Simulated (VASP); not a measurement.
# Ru (P6_3/mmc) in VASP: settings compared

The runs below take Ru through single point, relaxation of cell and atoms, with r2SCAN+D3(BJ), PBEsol+D3(BJ), revPBE+D4.

Everything below comes from runs of VASP 6.6.1. Logs are shortened: lines on timing, memory, paths and dates and some standing lists are left out, and cuts for length are marked.

## Step 1: The cell of the first run

The structure is hexagonal, space group P6_3/mmc (No. 194). Conventional cell: a = 2.688 Å, b = 2.688 Å, c = 4.253 Å, α = 90.00°, β = 90.00°, γ = 120.00°. Ru (site symmetry -6m2) has 12 Ru at 2.63 to 2.69 Å within 3.5 Å.

## Step 2: Single point, r2SCAN+D3(BJ)

Contents of POSCAR:

```
Ru
1.0
    2.6876397213      0.0000000000      0.0000000000
   -1.3438198606      2.3275642749      0.0000000000
    0.0000000000      0.0000000000      4.2531615502
Ru
2
Direct
    0.6666666667      0.3333333333      0.7500000000
    0.3333333333      0.6666666667      0.2500000000
```

Contents of INCAR.step1:

```
ALGO     = Normal         # electronic algorithm
EDIFF    = 1E-5           # SCF threshold, eV
ENCUT    = 660            # plane-wave cutoff, eV
GGA      = PE             # functional
GGA_COMPAT= F            
ISMEAR   = -1             # smearing method
LASPH    = T              # aspherical terms in the spheres
LCHARG   = F              # write CHGCAR
LREAL    = F              # projectors in reciprocal space
LWAVE    = T              # write WAVECAR
NBANDS   = 23             # bands
NELM     = 120            # most SCF steps
PREC     = Accurate       # precision mode
SIGMA    = 0.05           # smearing width, eV
```

Contents of INCAR.step2:

```
ALGO     = Normal         # electronic algorithm
EDIFF    = 1E-6           # SCF threshold, eV
ENCUT    = 660            # plane-wave cutoff, eV
GGA_COMPAT= F            
ISIF     = 2              # what is computed and relaxed
ISMEAR   = -1             # smearing method
ISTART   = 1            
IVDW     = 12             # dispersion correction
LASPH    = T              # aspherical terms in the spheres
LCHARG   = F              # write CHGCAR
LMIXTAU  = T            
LREAL    = F              # projectors in reciprocal space
LWAVE    = F              # write WAVECAR
METAGGA  = R2SCAN         # meta-GGA
NBANDS   = 23             # bands
NELM     = 120            # most SCF steps
PREC     = Accurate       # precision mode
SIGMA    = 0.05           # smearing width, eV
VDW_A1   = 0.49484001   
VDW_A2   = 5.73083694   
VDW_S6   = 1.0          
VDW_S8   = 0.78981345
```

Contents of KPOINTS:

```
k-points
0
Gamma
  11 11 6
```

Potentials or basis: VASP PAW PBE potentials, release 64 (Ru_sv).

Run with:

```console
$ cat potpaw_PBE.64/Ru_sv/POTCAR > POTCAR
$ cp INCAR.step1 INCAR
$ mpirun -np 1 vasp_std > vasp.out
$ cp INCAR.step2 INCAR
$ mpirun -np 1 vasp_std > vasp.out
```

OUTCAR:

```text
EDIFF = 1E-6
   ENCUT = 660
   ISIF = 2
   ISMEAR = -1
   ISTART = 1
   IVDW = 12
   LASPH = T
   LREAL = F
   METAGGA = R2SCAN
   NELM = 120
   PREC = Accurate
 IVDW          = 12

 ion  position               nearest neighbor table
   1  0.667  0.333  0.750-   2 2.63   2 2.63   2 2.63   2 2.63   2 2.63   2 2.63
   2  0.333  0.667  0.250-   1 2.63   1 2.63   1 2.63   1 2.63   1 2.63   1 2.63

  LATTYP: Found a hexagonal cell.
 ALAT       =     2.6876397213
 C/A-ratio  =     1.5824894671

  Lattice vectors:

 A1 = (   2.6876397213,   0.0000000000,   0.0000000000)
 A2 = (  -1.3438198606,   2.3275642749,   0.0000000000)
 A3 = (   0.0000000000,   0.0000000000,   4.2531615502)

Analysis of symmetry for initial positions (statically):
=====================================================================
 Subroutine PRICEL returns:
 Original cell was already a primitive cell.

 Routine SETGRP: Setting up the symmetry group for a
 hexagonal supercell.

 Subroutine GETGRP returns: Found 24 space group operations
 (whereof 12 operations were pure point group operations)
 out of a pool of 24 trial point group operations.

The static configuration has the point symmetry D_3d.
 The point group associated with its full space group is D_6h.

Analysis of symmetry for dynamics (positions and initial velocities):
=====================================================================
 Subroutine PRICEL returns:
 Original cell was already a primitive cell.

 Routine SETGRP: Setting up the symmetry group for a
 hexagonal supercell.

 Subroutine GETGRP returns: Found 24 space group operations
 (whereof 12 operations were pure point group operations)
 out of a pool of 24 trial point group operations.

The dynamic configuration has the point symmetry D_3d.
 The point group associated with its full space group is D_6h.

 Subroutine INISYM returns: Found 24 space group operations
 (whereof 12 operations are pure point group operations),
 and found     1 'primitive' translations

----------------------------------------------------------------------------------------

                                     Primitive cell

  volume of cell :      26.6063

  direct lattice vectors                    reciprocal lattice vectors
     2.687639721  0.000000000  0.000000000     0.372073679  0.214816839  0.000000000
    -1.343819861  2.327564275  0.000000000     0.000000000  0.429633678  0.000000000
     0.000000000  0.000000000  4.253161550     0.000000000  0.000000000  0.235119214

  length of vectors
     2.687639721  2.687639721  4.253161550     0.429633678  0.429633678  0.235119214

  position of ions in fractional coordinates (direct lattice)
     0.666666667  0.333333333  0.750000000
     0.333333333  0.666666667  0.250000000

  ion indices of the primitive-cell ions
   primitive index   ion index
                 1           1
                 2           2

----------------------------------------------------------------------------------------

 KPOINTS: k-points

Automatic generation of k-mesh.
 Grid dimensions read from file:
 generate k-points for:   11   11    6

 Generating k-lattice:

  Cartesian coordinates                     Fractional coordinates (reciprocal lattice)
     0.033824880  0.019528804  0.000000000     0.090909091  0.000000000  0.000000000
     0.000000000  0.039057607  0.000000000     0.000000000  0.090909091  0.000000000
     0.000000000  0.000000000  0.039186536     0.000000000  0.000000000  0.166666667

  Length of vectors
     0.039057607  0.039057607  0.039186536

  Shift w.r.t. Gamma in fractional coordinates (k-lattice)
     0.000000000  0.000000000  0.000000000

 Subroutine IBZKPT returns following result:
 ===========================================

 Found     64 irreducible k-points:

 Following reciprocal coordinates:
            Coordinates               Weight
  0.000000  0.000000  0.000000      1.000000
  0.090909 -0.000000  0.000000      6.000000
  0.181818 -0.000000  0.000000      6.000000
  0.272727  0.000000  0.000000      6.000000
  0.363636 -0.000000  0.000000      6.000000
  0.454545  0.000000  0.000000      6.000000
[... 16 lines left out ...]
  0.090909  0.090909  0.166667     12.000000
  0.181818  0.090909  0.166667     24.000000
 [... further k-points ...]
   k-points           NKPTS =     64   k-points in BZ     NKDIM =     64   number of bands    NBANDS=     23
   number of dos      NEDOS =    301   number of ions     NIONS =      2
   total plane-waves  NPLWV =  20736
   dimension x,y,z NGX =    24 NGY =   24 NGZ =   36
   dimension x,y,z NGXF=    48 NGYF=   48 NGZF=   72
   ions per type =               2
   NGX,Y,Z   is equivalent  to a cutoff of  14.85, 14.85, 14.07 a.u.
   NGXF,Y,Z  is equivalent  to a cutoff of  29.69, 29.69, 28.14 a.u.
 SYSTEM =  unknown system
   PREC   = accura    normal or accurate (medium, high low for compatibility)
   ISTART =      1    job   : 0-new  1-cont  2-samecut
   ICHARG =      0    charge: 1-file 2-atom 10-const
   ISPIN  =      1    spin polarized calculation?
   LNONCOLLINEAR =      F non collinear calculations
   LSORBIT =      F    spin-orbit coupling
   LASPH  =      T    aspherical Exc in radial PAW
   ENCUT  =  660.0 eV  48.51 Ry    6.96 a.u.   5.63  5.63  8.91*2*pi/ulx,y,z
   NELM   =    120;   NELMIN=  2; NELMDL=  0     # of ELM steps
   EDIFF  = 0.1E-05   stopping-criterion for ELM
   LREAL  =      F    real-space projection
   EDIFFG = 0.1E-04   stopping-criterion for IOM
   NSW    =      0    number of steps for IOM
   IBRION =     -1    ionic relax: 0-MD 1-quasi-New 2-CG
   NFREE  =      0    steps in history (QN), initial steepest desc. (CG)
   ISIF   =      2    stress and relaxation
   ISYM   =      2    0-nonsym 1-usesym 2-fastsym
   POTIM  = 0.5000    time-step for ionic-motion
   TEBEG  =    0.0;   TEEND  =   0.0 temperature during run
   PSTRESS=    0.0 pullay stress
   NELECT =      32.0000    total number of electrons
   NUPDOWN=      -1.0000    fix difference up-down
   EMIN   =  10.00;   EMAX   =-10.00  energy-range for DOS
   EFERMI =   0.00;   METHOD = LEGACY
   ISMEAR =    -1;   SIGMA  =   0.05  broadening in eV -4-tet -1-fermi 0-gaus
   EFERMI_NEDOS =   21; number of points for ismear=-14 and -15
   IALGO  =     38    algorithm
   IMIX   =      4    mixing-type and parameters
     AMIX     =   0.40;   BMIX     =  1.00
     AMIX_MAG =   1.60;   BMIX_MAG =  1.00
  volume/ion in A,a.u.               =      13.30        89.77
  Fermi-wavevector in a.u.,A,eV,Ry     =   1.740991  3.289997 41.239952  3.031051
  Thomas-Fermi vector in A             =   2.813534
   LORBIT       =      0    0 simple, 1 ext, 2 COOP (PROOUT), +10 PAW based schemes
   METAGGA = R2SCAN    functional components
   LHFCALC =     F    Hartree Fock is set to
   AEXX    =    0.0000 exact exchange contribution
   IVDW    =    12    specifies the selected vdW correction
   LEPSILON=     F    determine dielectric tensor
   LRPA    =     F    only Hartree local field effects (RPA)
 non-spin polarized calculation
  energy-cutoff  :      660.00
  volume of cell :       26.61
 maximum number of plane-waves:      1041
 NGX is ok and might be reduce to    24
   NGX = 11   NGY = 11   NGZ = 17

 number of electron      32.0000000 magnetization

 Free energy of the ion-electron system (eV)
  ---------------------------------------------------
  ext. energy  EPLUGINS =         0.00000000
  ---------------------------------------------------
  free energy    TOTEN  =       -50.93096565 eV

  energy without entropy =      -50.91538026  energy(sigma->0) =      -50.92317295

 E-fermi :  15.3933     XC(G=0): -15.6853

 val. band max:       15.3710113906   @ k =   0.2727   0.0000   0.0000
 cond. band min:      15.4129996919   @ k =   0.3636   0.0909   0.3333
 fundamental gap:      0.0419883013
 Fermi energy:        15.3932776109

 k-point     1 :       0.0000    0.0000    0.0000
  band No.  band energies     occupation
      1     -59.9163      2.00000
      2     -59.6714      2.00000
      3     -29.6996      2.00000
      4     -28.6280      2.00000
      5     -28.6280      2.00000
      6     -28.4339      2.00000
[... 15 lines left out ...]
     22      31.0175      0.00000
     23      33.6625      0.00000

 k-point     2 :       0.0909   -0.0000    0.0000
  band No.  band energies     occupation
      1     -59.9020      2.00000
      2     -59.6658      2.00000
      3     -29.6674      2.00000
      4     -28.6965      2.00000
      5     -28.6510      2.00000
      6     -28.5050      2.00000
[... 15 lines left out ...]
     22      31.5623      0.00000
     23      34.0251      0.00000

 k-point     3 :       0.1818   -0.0000    0.0000
  band No.  band energies     occupation
      1     -59.8626      2.00000
      2     -59.6517      2.00000
      3     -29.5757      2.00000
      4     -28.8803      2.00000
      5     -28.7103      2.00000
      6     -28.6910      2.00000
[... 15 lines left out ...]
     22      32.1238      0.00000
     23      34.2817      0.00000

 k-point     4 :       0.2727    0.0000    0.0000
  band No.  band energies     occupation
      1     -59.8080      2.00000
      2     -59.6359      2.00000
      3     -29.4400      2.00000
      4     -29.1209      2.00000
      5     -28.9254      2.00000
      6     -28.7844      2.00000
[... 15 lines left out ...]
     22      29.7669      0.00000
     23      32.6348      0.00000

 k-point     5 :       0.3636   -0.0000    0.0000
  band No.  band energies     occupation
      1     -59.7523      2.00000
      2     -59.6266      2.00000
      3     -29.3414      2.00000
      4     -29.2866      2.00000
      5     -29.1326      2.00000
      6     -28.8499      2.00000
[... 15 lines left out ...]
     22      27.1157      0.00000
     23      30.8727      0.00000

 k-point     6 :       0.4545    0.0000    0.0000
  band No.  band energies     occupation
      1     -59.7134      2.00000
      2     -59.6267      2.00000
      3     -29.4718      2.00000
      4     -29.2526      2.00000
      5     -29.1649      2.00000
      6     -28.8879      2.00000
[... 15 lines left out ...]
     22      27.8819      0.00000
     23      29.4489      0.00000

 k-point     7 :       0.0909    0.0909    0.0000
  band No.  band energies     occupation
      1     -59.8752      2.00000
      2     -59.6560      2.00000
      3     -29.6054      2.00000
      4     -28.8077      2.00000
      5     -28.7278      2.00000
      6     -28.6021      2.00000
[... 353 lines left out ...]
     22      30.0970      0.00000
     23      32.7661      0.00000

 k-point    21 :       0.3636   -0.0000    0.1667
  band No.  band energies     occupation
      1     -59.7439      2.00000
      2     -59.6351      2.00000
      3     -29.4531      2.00000
      4     -29.2204      2.00000
      5     -29.0943      2.00000
      6     -28.8298      2.00000
[... 15 lines left out ...]
     22      28.4667      0.00000
     23      31.4327      0.00000

 k-point    22 :       0.4545    0.0000    0.1667
  band No.  band energies     occupation
      1     -59.7076      2.00000
      2     -59.6325      2.00000
      3     -29.5368      2.00000
      4     -29.3268      2.00000
      5     -29.0500      2.00000
      6     -28.8668      2.00000
[... 15 lines left out ...]
     22      28.0446      0.00000
     23      30.2130      0.00000

 k-point    23 :       0.0909    0.0909    0.1667
  band No.  band energies     occupation
      1     -59.8607      2.00000
      2     -59.6709      2.00000
      3     -29.5405      2.00000
      4     -28.7847      2.00000
      5     -28.7335      2.00000
      6     -28.6447      2.00000
[... 15 lines left out ...]
     22      31.8695      0.00000
     23      34.2697      0.00000

 k-point    24 :       0.1818    0.0909    0.1667
  band No.  band energies     occupation
      1     -59.8157      2.00000
      2     -59.6538      2.00000
      3     -29.4604      2.00000
      4     -28.9688      2.00000
      5     -28.9130      2.00000
      6     -28.7338      2.00000
[... 15 lines left out ...]
     22      31.4303      0.00000
     23      32.9443      0.00000

 [... further k-points ...]

------------------------ aborting loop because EDIFF is reached ----------------------------------------

 Edisp (eV)   -0.59958

 E8    (eV) :    -0.2168

  FORCE on cell =-STRESS in cart. coord.  units (eV):
  Direction    XX          YY          ZZ          XY          YZ          ZX
  --------------------------------------------------------------------------------------
  -------------------------------------------------------------------------------------
  Total       0.27307     0.27307     0.18481     0.00000     0.00000    -0.00000
  in kB      16.44393    16.44393    11.12882     0.00000     0.00000    -0.00000
  external pressure =       14.67 kB  Pullay stress =        0.00 kB

 VOLUME and BASIS-vectors are now :
 -----------------------------------------------------------------------------
  energy-cutoff  :      660.00
  volume of cell :       26.61
      direct lattice vectors                 reciprocal lattice vectors
     2.687639721  0.000000000  0.000000000     0.372073679  0.214816839  0.000000000
    -1.343819861  2.327564275  0.000000000     0.000000000  0.429633678  0.000000000
     0.000000000  0.000000000  4.253161550     0.000000000  0.000000000  0.235119214

 POSITION                                       TOTAL-FORCE (eV/Angst)
 -----------------------------------------------------------------------------------
      1.34382      0.77585      3.18987         0.000000     -0.000000      0.000000
     -0.00000      1.55171      1.06329        -0.000000      0.000000      0.000000
 -----------------------------------------------------------------------------------
    total drift:                               -0.000000      0.000000     -0.000000

  FREE ENERGIE OF THE ION-ELECTRON SYSTEM (eV)
  ---------------------------------------------------
  free  energy   TOTEN  =       -51.5305497892 eV

  energy  without entropy=      -51.5149643981  energy(sigma->0) =      -51.52275709
```

Run time: 76 s. Hardware: 1 thread of Intel Xeon Platinum 8488C (Sapphire Rapids), shared host; peak memory 0.19 GiB.

Results:

| Property | Result |
| --- | --- |
| Free energy | -51.5305 eV |
| Pressure | 1.5 GPa |
| Band gap on the k mesh | zero (bands 16 and 17 overlap by 3.31 eV) |
| Dispersion energy per atom | -0.300 eV |

Caveat: the PAW data sets were made with another functional, which shifts forces and pressure a little.

## Step 3: Single point, r2SCAN+D3(BJ)

This run uses another cell than the first one, of 14.39 Å³/atom.

Contents of POSCAR:

```
Ru
1.0
    2.7588683749      0.0000000000      0.0000000000
   -1.3794341875      2.3892500984      0.0000000000
    0.0000000000      0.0000000000      4.3658801443
Ru
2
Direct
    0.6666666667      0.3333333333      0.7500000000
    0.3333333333      0.6666666667      0.2500000000
```

Contents of INCAR.step1:

```
PREC     = Accurate       # precision mode
ENCUT    = 660            # plane-wave cutoff, eV
ISMEAR   = -1             # smearing method
SIGMA    = 0.05           # smearing width, eV
LREAL    = False          # projectors in reciprocal space
LASPH    = True           # aspherical terms in the spheres
NELM     = 120            # most SCF steps
NBANDS   = 23             # bands
GGA      = PE             # functional
ALGO     = Normal         # electronic algorithm
EDIFF    = 1E-5           # SCF threshold, eV
LWAVE    = True           # write WAVECAR
LCHARG   = False          # write CHGCAR
GGA_COMPAT= False
```

Contents of INCAR.step2:

```
PREC     = Accurate       # precision mode
ENCUT    = 660            # plane-wave cutoff, eV
EDIFF    = 1E-6           # SCF threshold, eV
ISMEAR   = -1             # smearing method
SIGMA    = 0.05           # smearing width, eV
LREAL    = False          # projectors in reciprocal space
LASPH    = True           # aspherical terms in the spheres
NELM     = 120            # most SCF steps
ALGO     = Normal         # electronic algorithm
ISIF     = 2              # what is computed and relaxed
LWAVE    = False          # write WAVECAR
LCHARG   = False          # write CHGCAR
METAGGA  = R2SCAN         # meta-GGA
LMIXTAU  = True         
IVDW     = 12             # dispersion correction
VDW_S6   = 1.0          
VDW_S8   = 0.78981345   
VDW_A1   = 0.49484001   
VDW_A2   = 5.73083694   
NBANDS   = 23             # bands
ISTART   = 1            
GGA_COMPAT= False
```

Contents of KPOINTS:

```
Automatic mesh
0
Gamma
  11 11 6
```

Potentials or basis: VASP PAW PBE potentials, release 64 (Ru_sv).

Run with:

```console
$ cat potpaw_PBE.64/Ru_sv/POTCAR > POTCAR
$ cp INCAR.step1 INCAR
$ mpirun -np 1 vasp_std > vasp.out
$ cp INCAR.step2 INCAR
$ mpirun -np 1 vasp_std > vasp.out
```

Wall time 1.8 min (1 thread of AMD EPYC 9R45 (Zen 5), shared host); peak memory 0.17 GiB.

Results (log left out):

```
Free energy                : -51.3830 eV
Pressure                   : -21.6 GPa
Band gap on the k mesh     : zero (bands 16 and 17 overlap by 2.92 eV)
Dispersion energy per atom : -0.277 eV
```

Stress tensor (GPa, compression positive):
```
-20.96   0.00   0.00
  0.00 -20.96   0.00
  0.00   0.00 -22.95
```

Levels at points of the mesh, in eV from the Fermi level:
| k point | band 12 | band 13 | band 14 | band 15 | band 16 | band 17 | band 18 | band 19 | band 20 | band 21 |
| --- | --- | --- | --- | --- | --- | --- | --- | --- | --- | --- |
| (0.00, 0.00, 0.00) | -2.40 | -2.24 | -1.76 | -1.76 | -1.28 | -1.28 | 1.19 | 1.19 | 1.35 | 10.14 |
| (0.00, 0.00, 0.50) | -2.57 | -2.57 | -2.57 | -2.57 | -2.57 | 0.57 | 0.57 | 0.57 | 0.57 | 15.07 |

Caveat: the cell stands under tension; the PAW data sets were made with another functional, which shifts forces and pressure a little.

(Continued in part 2 of 2.)
